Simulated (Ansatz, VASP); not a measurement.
## One calculation of SiC, two programs

The input INCAR:

```
SYSTEM = SiC
PREC = Accurate
ENCUT = 600
EDIFF = 1E-7
ISMEAR = 0
SIGMA = 0.02
LREAL = .False.
LASPH = .True.
NELM = 80
ALGO = Normal
ISIF = 3
LWAVE = .False.
LCHARG = .False.
IBRION = 2
NSW = 100
EDIFFG = -0.002
```

Contents of KPOINTS:

```
regular mesh
0
Gamma
  10 10 10
  0 0 0
```

File POSCAR:

```
SiC
1.0
    0.0000000000      2.1769966200      2.1769966200
    2.1769966200      0.0000000000      2.1769966200
    2.1769966200      2.1769966200      0.0000000000
Si C
1 1
Direct
    0.7500000000      0.7500000000      0.7500000000
    0.0000000000      0.0000000000      0.0000000000
```

Input for Ansatz:

```yaml
crystal:
  lattice:
    - [0.0, 2.17699662, 2.17699662]
    - [2.17699662, 0.0, 2.17699662]
    - [2.17699662, 2.17699662, 0.0]
  atoms:
    - { symbol: Si, position: [0.75, 0.75, 0.75] }
    - { symbol: C, position: [0.0, 0.0, 0.0] }
basis:
  ecutwfc: 600.0
kpoints:
  mp_grid: { grid: [10, 10, 10] }
hamiltonian:
  xc: lda
  pseudopotentials: { kind: paw, azcp: { folder: soft_1 } }
scf:
  occupations: { method: gaussian, width: 0.02 }
output:
  forces: true
  stress: true
  eigenvalues: true
  write_density: true
  write_potential: true
  elf: true
  volumetric_format: npy
relax:
  adjacent_minimum: "off"
  f_tol: 0.002
  max_steps: 80
  cell: { stress_tol: 0.02 }
```

Alike in both runs: task relaxation of cell and atoms; functional LDA; k mesh 10 × 10 × 10; occupations gaussian, width 0.02 eV; no spin polarisation.

```csv
,VASP,Ansatz
version,VASP 6.6.1,Ansatz 0.2.0
potentials or method,"VASP PAW LDA potentials, release 64 (Si, C), cutoff 600 eV","scalar-relativistic, plane waves, PAW"
valence electrons in the cell,8,8
```

VASP gave:

- gap on the k mesh at the Fermi level, each at its own relaxed structure (eV): 1.29
- relaxed volume (Å³/atom): 10.15
- relaxed cell length with the largest relative difference (Å): 3.062

Which values does Ansatz return?

gap on the k mesh at the Fermi level, each at its own relaxed structure (eV): 1.30; relaxed volume (Å³/atom): 10.14; relaxed cell length with the largest relative difference (Å): 3.061.

Ansatz warns that its potentials were made for another functional, while VASP's fit it. LDA's correlation is that of Perdew and Zunger in VASP and of Perdew and Wang (1992) in Ansatz.
